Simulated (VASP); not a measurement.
The system is HfMoC2.

```
Hf Mo C
1.0
     3.19142    0.00000    0.00000
     0.00000    3.19142    0.00000
     0.00000    0.00000    4.48516
Hf Mo C
1 1 2
Cartesian
  0.0000 0.0000 0.0000
  1.5957 1.5957 2.2426
  1.5957 1.5957 0.0000
  0.0000 0.0000 2.2426
```

Base run:

* Program: VASP 6.6.1
* Functional: PBEsol
* Potentials or basis: VASP PAW PBE potentials, release 64 (Hf_pv, Mo_sv, C)
* Cutoff: 520 eV
* k mesh: 8 × 8 × 6
* Occupations: fermi-dirac, width 0.05 eV
* Spin: no spin polarisation
* Hubbard terms: Hf d U = 6.0 eV, Mo d U = 6.0 eV

Its results: band gap on the k mesh zero (band 16 reaches 10.89 eV, above the bottom of band 17 at 8.55 eV); pressure 8.8 GPa.

Question: After a change of settings the same cell gave: band gap on the k mesh zero (band 16 reaches 10.55 eV, above the bottom of band 17 at 8.18 eV); pressure -3.3 GPa. Which change was it?
A. hubbard terms from Hf d U = 6.0 eV, Mo d U = 6.0 eV to Hf d U = 8.0 eV, Mo d U = 8.0 eV
B. hubbard terms from Hf d U = 6.0 eV, Mo d U = 6.0 eV to none
C. hubbard terms from Hf d U = 6.0 eV, Mo d U = 6.0 eV to Hf d U = 2.0 eV, Mo d U = 2.0 eV

Answer: C.

Caveats: the PAW data sets were made with another functional, which shifts forces and pressure a little; spin-orbit coupling is left out, which moves the levels of the heavy elements; U without spin polarisation on a metal has little footing; the U is typed as a test and isn't derived for this compound.
